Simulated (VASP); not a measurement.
# Mo (R-3m) in VASP: single point with LDA

Aim: the single point of Mo with LDA.

Program: VASP 6.6.1. These are calculated values, not measurements. Logs are shortened: lines on timing, memory, paths and dates and some standing lists are left out, and cuts for length are marked.

## 1. The cell of the first run

Symmetry: R-3m, No. 166, trigonal system. The conventional cell has a = 4.939 Å, b = 4.939 Å, c = 2.481 Å, α = 90.00°, β = 90.00°, γ = 120.00°. Within 3.3 Å of Mo (site symmetry -3m) lie 14 Mo at 2.48 to 3.30 Å.

## 2. Single point, LDA (17.47 Å³/atom)

INCAR

```
SYSTEM = Mo
PREC = Accurate
ENCUT = 520
EDIFF = 1E-6
ISMEAR = 0
SIGMA = 0.15
LREAL = .FALSE.
LASPH = .TRUE.
NELM = 60
ALGO = Fast
ISIF = 2
LWAVE = .FALSE.
LCHARG = .TRUE.
GGA = CA
LELF = .TRUE.
LVHAR = .TRUE.
NBANDS = 13
```

KPOINTS

```
Automatic mesh
0
G
  22 22 22
  0 0 0
```

POSCAR

```
Mo
1.0
   -1.8510333433      1.6415922297      1.6415922297
    1.6415922297     -1.8510333433      1.6415922297
    1.6415922297      1.6415922297     -1.8510333433
Mo
1
Direct
    0.0000000000      0.0000000000      0.0000000000
```

Potentials or basis: VASP PAW LDA potentials, release 64 (Mo_sv).

Launch:

```
cat potpaw_LDA.64/Mo_sv/POTCAR > POTCAR
mpirun -np 1 vasp_std > vasp.out
```

OUTCAR:

```text
SYSTEM = Mo
   PREC = Accurate
   ENCUT = 520
   EDIFF = 1E-6
   ISMEAR = 0
   LREAL = .FALSE.
   LASPH = .TRUE.
   NELM = 60
   ISIF = 2
   GGA = CA

 ion  position               nearest neighbor table
   1  0.000  0.000  0.000-

  LATTYP: Found a trigonal (rhomboedric) cell.
 ALAT       =     2.9691706814
 COS(alpha) =    -0.3836738462

  Lattice vectors:

 A1 = (  -1.8510333433,   1.6415922297,   1.6415922297)
 A2 = (   1.6415922297,  -1.8510333433,   1.6415922297)
 A3 = (   1.6415922297,   1.6415922297,  -1.8510333433)

Analysis of symmetry for initial positions (statically):
=====================================================================
 Subroutine PRICEL returns:
 Original cell was already a primitive cell.

 Routine SETGRP: Setting up the symmetry group for a
 trigonal (rhombohedral) supercell.

 Subroutine GETGRP returns: Found 12 space group operations
 (whereof 12 operations were pure point group operations)
 out of a pool of 12 trial point group operations.

The static configuration has the point symmetry D_3d.

Analysis of symmetry for dynamics (positions and initial velocities):
=====================================================================
 Subroutine PRICEL returns:
 Original cell was already a primitive cell.

 Routine SETGRP: Setting up the symmetry group for a
 trigonal (rhombohedral) supercell.

 Subroutine GETGRP returns: Found 12 space group operations
 (whereof 12 operations were pure point group operations)
 out of a pool of 12 trial point group operations.

The dynamic configuration has the point symmetry D_3d.

 Subroutine INISYM returns: Found 12 space group operations
 (whereof 12 operations are pure point group operations),
 and found     1 'primitive' translations

----------------------------------------------------------------------------------------

                                     Primitive cell

  volume of cell :      17.4700

  direct lattice vectors                    reciprocal lattice vectors
    -1.851033343  1.641592230  1.641592230     0.041871745  0.328189296  0.328189296
     1.641592230 -1.851033343  1.641592230     0.328189296  0.041871745  0.328189296
     1.641592230  1.641592230 -1.851033343     0.328189296  0.328189296  0.041871745

  length of vectors
     2.969170681  2.969170681  2.969170681     0.466014668  0.466014668  0.466014668

  position of ions in fractional coordinates (direct lattice)
     0.000000000  0.000000000  0.000000000

  ion indices of the primitive-cell ions
   primitive index   ion index
                 1           1

----------------------------------------------------------------------------------------

 KPOINTS: Automatic mesh

Automatic generation of k-mesh.
 Grid dimensions read from file:
 generate k-points for:   22   22   22

 Generating k-lattice:

  Cartesian coordinates                     Fractional coordinates (reciprocal lattice)
     0.001903261  0.014917695  0.014917695     0.045454545  0.000000000  0.000000000
     0.014917695  0.001903261  0.014917695     0.000000000  0.045454545  0.000000000
     0.014917695  0.014917695  0.001903261     0.000000000  0.000000000  0.045454545

  Length of vectors
     0.021182485  0.021182485  0.021182485

  Shift w.r.t. Gamma in fractional coordinates (k-lattice)
     0.000000000  0.000000000  0.000000000

 Subroutine IBZKPT returns following result:
 ===========================================

 Found   1024 irreducible k-points:

 Following reciprocal coordinates:
            Coordinates               Weight
  0.000000  0.000000  0.000000      1.000000
  0.045455 -0.000000 -0.000000      6.000000
  0.090909 -0.000000 -0.000000      6.000000
  0.136364 -0.000000 -0.000000      6.000000
  0.181818 -0.000000 -0.000000      6.000000
  0.227273 -0.000000 -0.000000      6.000000
[... 16 lines left out ...]
  0.500000  0.045455 -0.000000     12.000000
 -0.454545  0.045455 -0.000000     12.000000
 [... further k-points ...]
   k-points           NKPTS =   1024   k-points in BZ     NKDIM =   1024   number of bands    NBANDS=     13
   number of dos      NEDOS =    301   number of ions     NIONS =      1
   total plane-waves  NPLWV =  13824
   dimension x,y,z NGX =    24 NGY =   24 NGZ =   24
   dimension x,y,z NGXF=    48 NGYF=   48 NGZF=   48
   ions per type =               1
   NGX,Y,Z   is equivalent  to a cutoff of  13.44, 13.44, 13.44 a.u.
   NGXF,Y,Z  is equivalent  to a cutoff of  26.88, 26.88, 26.88 a.u.
 SYSTEM =  Mo
   PREC   = accura    normal or accurate (medium, high low for compatibility)
   ISTART =      0    job   : 0-new  1-cont  2-samecut
   ICHARG =      2    charge: 1-file 2-atom 10-const
   ISPIN  =      1    spin polarized calculation?
   LNONCOLLINEAR =      F non collinear calculations
   LSORBIT =      F    spin-orbit coupling
   LASPH  =      T    aspherical Exc in radial PAW
   ENCUT  =  520.0 eV  38.22 Ry    6.18 a.u.   5.52  5.52  5.52*2*pi/ulx,y,z
   NELM   =     60;   NELMIN=  2; NELMDL= -5     # of ELM steps
   EDIFF  = 0.1E-05   stopping-criterion for ELM
   LREAL  =      F    real-space projection
   EDIFFG = 0.1E-04   stopping-criterion for IOM
   NSW    =      0    number of steps for IOM
   IBRION =     -1    ionic relax: 0-MD 1-quasi-New 2-CG
   NFREE  =      0    steps in history (QN), initial steepest desc. (CG)
   ISIF   =      2    stress and relaxation
   ISYM   =      2    0-nonsym 1-usesym 2-fastsym
   POTIM  = 0.5000    time-step for ionic-motion
   TEBEG  =    0.0;   TEEND  =   0.0 temperature during run
   PSTRESS=    0.0 pullay stress
   NELECT =      14.0000    total number of electrons
   NUPDOWN=      -1.0000    fix difference up-down
   EMIN   =  10.00;   EMAX   =-10.00  energy-range for DOS
   EFERMI =   0.00;   METHOD = LEGACY
   ISMEAR =     0;   SIGMA  =   0.15  broadening in eV -4-tet -1-fermi 0-gaus
   EFERMI_NEDOS =   21; number of points for ismear=-14 and -15
   IALGO  =     68    algorithm
   IMIX   =      4    mixing-type and parameters
     AMIX     =   0.40;   BMIX     =  1.00
     AMIX_MAG =   1.60;   BMIX_MAG =  1.00
  volume/ion in A,a.u.               =      17.47       117.89
  Fermi-wavevector in a.u.,A,eV,Ry     =   1.520617  2.873550 31.460431  2.312276
  Thomas-Fermi vector in A             =   2.629443
   LORBIT       =      0    0 simple, 1 ext, 2 COOP (PROOUT), +10 PAW based schemes
   GGA     = CA    functional components
   LHFCALC =     F    Hartree Fock is set to
   AEXX    =    0.0000 exact exchange contribution
   IVDW    =     0    specifies the selected vdW correction
   LEPSILON=     F    determine dielectric tensor
   LRPA    =     F    only Hartree local field effects (RPA)
 non-spin polarized calculation
 RMM-DIIS sequential band-by-band and
 Gauss-broadening in eV      SIGMA  =   0.15
  energy-cutoff  :      520.00
  volume of cell :       17.47
 maximum number of plane-waves:       483
 NGX is ok and might be reduce to    24
   NGX = 11   NGY = 11   NGZ = 11

 number of electron      14.0000001 magnetization

 Free energy of the ion-electron system (eV)
  ---------------------------------------------------
  ext. energy  EPLUGINS =         0.00000000
  ---------------------------------------------------
  free energy    TOTEN  =       -11.64358434 eV

  energy without entropy =      -11.63560377  energy(sigma->0) =      -11.63959406

 E-fermi :  10.7503     XC(G=0): -12.9498

 val. band max:       10.7481946063   @ k =   0.4091   0.1818   0.0455
 cond. band min:      10.7530955179   @ k =  -0.0909  -0.2273   0.0455
 fundamental gap:      0.0049009117
 Fermi energy:        10.7502771641

 k-point     1 :       0.0000    0.0000    0.0000
  band No.  band energies     occupation
      1     -50.2516      2.00000
      2     -24.0228      2.00000
      3     -24.0228      2.00000
      4     -23.3112      2.00000
      5       3.9776      2.00000
      6       7.6307      2.00000
      7       9.7697      2.00000
      8       9.7697      2.00000
      9      13.1376      0.00000
     10      13.1376      0.00000
     11      23.3863      0.00000
     12      26.3703      0.00000
     13      26.3703      0.00000

 k-point     2 :       0.0455   -0.0000   -0.0000
  band No.  band energies     occupation
      1     -50.2442      2.00000
      2     -24.0265      2.00000
      3     -24.0198      2.00000
      4     -23.3584      2.00000
      5       4.0723      2.00000
      6       7.7399      2.00000
      7       9.7503      2.00000
      8       9.8149      2.00000
      9      12.9648      0.00000
     10      13.0417      0.00000
     11      23.4836      0.00000
     12      26.5929      0.00000
     13      26.6028      0.00000

 k-point     3 :       0.0909   -0.0000   -0.0000
  band No.  band energies     occupation
      1     -50.2223      2.00000
      2     -24.0378      2.00000
      3     -24.0113      2.00000
      4     -23.4942      2.00000
      5       4.3457      2.00000
      6       8.0640      2.00000
      7       9.6902      2.00000
      8       9.9497      2.00000
      9      12.5025      0.00000
     10      12.7846      0.00000
     11      23.7614      0.00000
     12      27.2111      0.00000
     13      27.2239      0.00000
[... 305 lines left out ...]
 k-point    23 :       0.5000    0.0455   -0.0000
  band No.  band energies     occupation
      1     -49.8763      2.00000
      2     -25.4129      2.00000
      3     -24.1724      2.00000
      4     -23.8864      2.00000
      5       6.0586      2.00000
      6       7.9995      2.00000
      7      11.5448      0.00000
      8      11.7886      0.00000
      9      13.3103      0.00000
     10      14.9445      0.00000
     11      21.9891      0.00000
     12      22.9094      0.00000
     13      26.7059      0.00000

 k-point    24 :      -0.4545    0.0455   -0.0000
  band No.  band energies     occupation
      1     -49.8975      2.00000
      2     -25.3003      2.00000
      3     -24.1774      2.00000
      4     -23.8965      2.00000
      5       6.1491      2.00000
      6       8.1065      2.00000
      7      11.2953      0.00000
      8      11.7775      0.00000
      9      13.0412      0.00000
     10      14.5144      0.00000
     11      22.2649      0.00000
     12      22.9856      0.00000
     13      27.2295      0.00000

 [... further k-points ...]
[... 5 lines left out ...]
  --------------------------------------------------------------------------------------
  -------------------------------------------------------------------------------------
  Total       -2.6039882     -2.6039882     -2.6039882      1.3671383      1.3671383      1.3671383
  in kB     -238.8122975   -238.8122975   -238.8122975    125.3805337    125.3805337    125.3805337
  external PRESSURE =    -238.8122975 kB  Pullay stress =       0.0000000 kB

 VOLUME and BASIS-vectors are now :
 -----------------------------------------------------------------------------
  energy-cutoff  :      520.00
  volume of cell :       17.47
      direct lattice vectors                 reciprocal lattice vectors
    -1.851033343  1.641592230  1.641592230     0.041871745  0.328189296  0.328189296
     1.641592230 -1.851033343  1.641592230     0.328189296  0.041871745  0.328189296
     1.641592230  1.641592230 -1.851033343     0.328189296  0.328189296  0.041871745

 POSITION                                       TOTAL-FORCE (eV/Angst)
 -----------------------------------------------------------------------------------
      0.00000      0.00000      0.00000         0.000000      0.000000     -0.000000
 -----------------------------------------------------------------------------------
    total drift:                                0.000000      0.000000      0.000000

  FREE ENERGIE OF THE ION-ELECTRON SYSTEM (eV)
  ---------------------------------------------------
  free  energy   TOTEN  =       -11.6435843433 eV

  energy  without entropy=      -11.6356037710  energy(sigma->0) =      -11.63959406
```

Wall time 93 s (1 thread of Intel Xeon Platinum 8375C at 2.90GHz (Ice Lake), shared host); peak memory 0.31 GiB.

Results:

```
Free energy            : -11.6436 eV
Pressure               : -23.9 GPa
Band gap on the k mesh : zero (bands 7 and 8 overlap by 3.44 eV)
```

Stress tensor (GPa, compression positive):
```
-23.88  12.54  12.54
 12.54 -23.88  12.54
 12.54  12.54 -23.88
```

Caveat: the cell stands under tension.
